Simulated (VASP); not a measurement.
## NaI: electric field gradients with LDA

Crystal: NaI.

```
CELL_PARAMETERS angstrom
-0.03236 3.22022 3.22022
3.22022 -0.03236 3.22022
3.22022 3.22022 -0.03236
ATOMIC_POSITIONS crystal
Na 0.00000 0.00000 0.00000
I 0.50000 0.50000 0.50000
```

This cell differs from its parent crystal: equal xy, yz and zx shear strains of -1 %.

```json
{
 "Program": "VASP 6.6.1",
 "Task": "electric field gradients",
 "Functional": "LDA",
 "Potentials or basis": "VASP PAW LDA potentials, release 64 (Na_pv, I)",
 "Cutoff": "520 eV",
 "k mesh": "8 × 8 × 8",
 "Occupations": "fermi-dirac, width 0.02 eV",
 "Spin": "no spin polarisation",
 "Dipole correction": "no",
 "Further INCAR settings": "ALGO = Normal; EDIFF = 1e-08; NBANDS = 14"
}
```

```
Pressure                                : -1.6 GPa
Band gap on the k mesh                  : 3.30 eV
Largest electric field gradient by atom : Na +0.3; I -9.1 V/Å²
```

Stress tensor (GPa, compression positive):
```
-1.63  0.07  0.07
 0.07 -1.63  0.07
 0.07  0.07 -1.63
```

Levels at points of the mesh, in eV from the valence-band top:
```
           k point  band 3  band 4  band 5  band 6  band 7  band 8  band 9  band 10  band 11  band 12
(0.00, 0.00, 0.00)  -22.43  -11.13   -0.06   -0.06    0.00    3.30    7.70     7.70     7.87     9.62
(0.50, 0.00, 0.00)  -22.43  -10.81   -2.29   -0.34   -0.30    4.83    7.21     7.31     8.42    10.01
(0.50, 0.50, 0.00)  -22.43  -10.73   -2.00   -0.84   -0.78    4.22    5.33     9.56    10.95    11.01
(0.50, 0.50, 0.50)  -22.43  -10.80   -2.28   -0.37   -0.37    4.78    7.16     7.16     8.46    10.01
```

Electric field gradients, principal values (V/Å²):
```
atom   least  middle  greatest (by size)
1 Na  -0.125  -0.125               0.251
 2 I   4.532   4.532              -9.064
```

It took 26 s on 1 thread of Intel(R) Xeon(R) Platinum 8488C (Sapphire Rapids), on a shared host, peak memory 0.2 GiB.

Caveat: the cell differs from its parent crystal (equal xy, yz and zx shear strains of -1 %); without QUAD_EFG the Cq values of the log hold for a quadrupole moment of 1 mb, not for the nuclei; spin-orbit coupling is left out, which moves the levels of the heavy elements.
